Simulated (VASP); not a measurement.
Input of a VASP 6.6.1 run:

Contents of POSCAR:

```
Au
1.0
    2.7484100000      0.0000000000      0.0000000000
    0.0000000000      2.7484100000      0.0000000000
    0.0000000000      0.0000000000      2.7484100000
Au
1
Direct
    0.5000000000      0.5000000000      0.5000000000
```

The input INCAR.step1:

```
SYSTEM = Au
  PREC = Accurate
  ENCUT = 600
  EDIFF = 1E-5
  ISMEAR = -1
  SIGMA = 0.05
  LREAL = .FALSE.
  LASPH = .TRUE.
  NELM = 100
  ALGO = Normal
  LWAVE = .TRUE.
  LCHARG = .FALSE.
  GGA = PE
  NBANDS = 12
```

File INCAR.step2:

```
SYSTEM = Au
  PREC = Accurate
  ENCUT = 600
  EDIFF = 1E-6
  ISMEAR = -1
  SIGMA = 0.05
  LREAL = .FALSE.
  LASPH = .TRUE.
  NELM = 100
  ALGO = Normal
  ISIF = 3
  LWAVE = .FALSE.
  LCHARG = .FALSE.
  GGA = PE
  LHFCALC = .TRUE.
  AEXX = 0.25
  PRECFOCK = Normal
  IBRION = 2
  NSW = 60
  EDIFFG = -0.01
  ISTART = 1
```

KPOINTS

```
regular mesh
0
G
  5 5 5
  0 0 0
```

Potentials or basis: VASP PAW PBE potentials, release 64 (Au).

Command:

```console
$ cat potpaw_PBE.64/Au/POTCAR > POTCAR
$ cp INCAR.step1 INCAR
$ mpirun -np 1 vasp_std > vasp.out
$ cp INCAR.step2 INCAR
$ mpirun -np 1 vasp_std > vasp.out
```

(1) Estimate the band gap on the k mesh.

(2) What does it give for the space group after relaxing (to 0.1 Å)?

Results:

(1) zero (an odd number of electrons rules out a gap without spin polarisation).

(2) Pm-3m (No. 221).

Caveat: spin-orbit coupling is left out, which moves the levels of the heavy elements.
